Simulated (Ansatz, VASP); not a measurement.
**One calculation of W, two programs**

```
W
1.0
    -1.51744    1.51744    1.51744
     1.51744   -1.51744    1.51744
     1.51744    1.51744   -1.51744
W
1
Direct
  0.00000 0.00000 0.00000
```

Change from the starting cell: strain -0.050 along x and y, -0.050 along z, atoms carried along.

Alike in both runs: task single point; functional r2SCAN; k mesh 20 × 20 × 20; occupations gaussian, width 0.15 eV; no spin polarisation.

|  | VASP | Ansatz |
| --- | --- | --- |
| version | VASP 6.6.1 | Ansatz 0.2.0 |
| potentials or method | VASP PAW PBE potentials, release 64 (W_sv), cutoff 520 eV | scalar-relativistic, plane waves, PAW |
| valence electrons in the cell | 14 | 14 |

```csv
,VASP,Ansatz,Ansatz less VASP
gap on the k mesh at the Fermi level (eV),none,none,-
pressure (GPa),56.2,53.9,-2.25
```

VASP's potentials were made for PBE, not for r2SCAN. A gap of «none» marks a metal or a gap that the smearing closes. Both programs put the cell under a high pressure, so it lies far from rest at this level.

Spin-orbit coupling is off throughout.
